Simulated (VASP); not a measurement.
# Ti: electric field gradients with PBE

Ti:

```
Ti
1.0
     0.00000    2.06981    2.06981
     2.06981    0.00000    2.06981
     2.06981    2.06981    0.00000
Ti
1
Direct
  0.00000 0.00000 0.00000
```

This cell differs from its parent crystal: volume scaled by 1.06.

```json
{
  "Program": "VASP 6.6.1",
  "Task": "electric field gradients",
  "Functional": "PBE",
  "Potentials or basis": "VASP PAW PBE potentials, release 64 (Ti_sv)",
  "Cutoff": "520 eV",
  "k mesh": "14 × 14 × 14",
  "Occupations": "fermi-dirac, width 0.05 eV",
  "Spin": "no spin polarisation",
  "Dipole correction": "no",
  "Further INCAR settings": "ALGO = Normal; EDIFF = 1e-08; NBANDS = 12"
}
```

```json
{
 "Pressure": "-2.2 GPa",
 "Band gap on the k mesh": "zero (band 6 reaches 8.86 eV, above the bottom of band 7 at 7.62 eV)"
}
```

Levels at points of the mesh, in eV from the Fermi level:
| k point | band 4 | band 5 | band 6 | band 7 | band 8 | band 9 |
| --- | --- | --- | --- | --- | --- | --- |
| (0.00, 0.00, 0.00) | -32.63 | -6.04 | 0.86 | 0.86 | 0.86 | 2.45 |
| (0.50, 0.00, 0.00) | -32.71 | -2.54 | 0.59 | 0.75 | 0.75 | 3.48 |
| (0.50, 0.50, 0.00) | -32.85 | -2.50 | -1.65 | 2.75 | 3.48 | 3.74 |

Wall time 16 s on 1 thread of Intel(R) Xeon(R) Platinum 8375C CPU @ 2.90GHz (Ice Lake), on a shared host, peak memory 0.15 GiB.

Caveat: without QUAD_EFG the Cq values of the log hold for a quadrupole moment of 1 mb, not for the nuclei.
